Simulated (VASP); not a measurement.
Runs of VASP 6.6.1 on SiAs3. The structure is that of space group R-3m (No. 166), or close to it. The cells are those of the table. 

```tsv
task	cell	k mesh	cutoff (eV)	gap on the mesh (eV)	pressure (GPa)	largest force (eV/Å)
single point	a = 5.407 Å, angles 88.4°, 8 atoms	3 × 3 × 3	520	none	0.2	0.03
single point	a = 5.487 Å, angles 84.0°, 8 atoms	3 × 3 × 3	520	none	13.4	(a)
relaxation of cell and atoms	relaxed from a = 5.487 Å, angles 84.0°, 8 atoms	3 × 3 × 3	600	none	0.0	0.02
single point	a = 5.552 Å, angles 84.0°, 8 atoms	6 × 6 × 6	520	none	0.2	0.05
```

Alike in all rows: level PBE; potentials or basis VASP PAW PBE potentials, release 64 (Si, As); no spin polarisation; smearing gaussian 0.1 eV.

Question: Fill in the values left out.

Answer: (a) 4.70.

Caveats: some runs use coarse meshes; forces of over 1 eV/Å act on the atoms, so gaps and moduli don't describe the material at rest (some runs).

A k mesh can miss the band edges, and the runs leave out spin-orbit coupling on As.

A gap of «none» marks levels without a gap at the run's occupations.
